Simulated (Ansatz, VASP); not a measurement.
TiGe in VASP and in Ansatz

```
Ti Ge
1.0
     0.00000    2.92331    2.92331
     2.92331    0.00000    2.92331
     2.92331    2.92331    0.00000
Ti Ge
1 1
Direct
  0.00000 0.00000 0.00000
  0.25000 0.25000 0.25000
```

Alike in both runs: task single point; functional PBE; k mesh 6 × 6 × 6; occupations gaussian, width 0.05 eV; no spin polarisation.

```csv
,VASP,Ansatz
version,VASP 6.6.1,Ansatz 0.2.0
potentials or method,"VASP PAW PBE potentials, release 64 (Ti_sv, Ge_d), cutoff 500 eV","scalar-relativistic, plane waves, PAW"
valence electrons in the cell,26,26
```

```tsv
	VASP	Ansatz	Ansatz less VASP
gap on the k mesh at the Fermi level (eV)	0.25	0.25	-0.001
least direct gap on the mesh (eV)	0.25	0.25	-0.001
pressure (GPa)	0.1	-0.1	-0.11
```
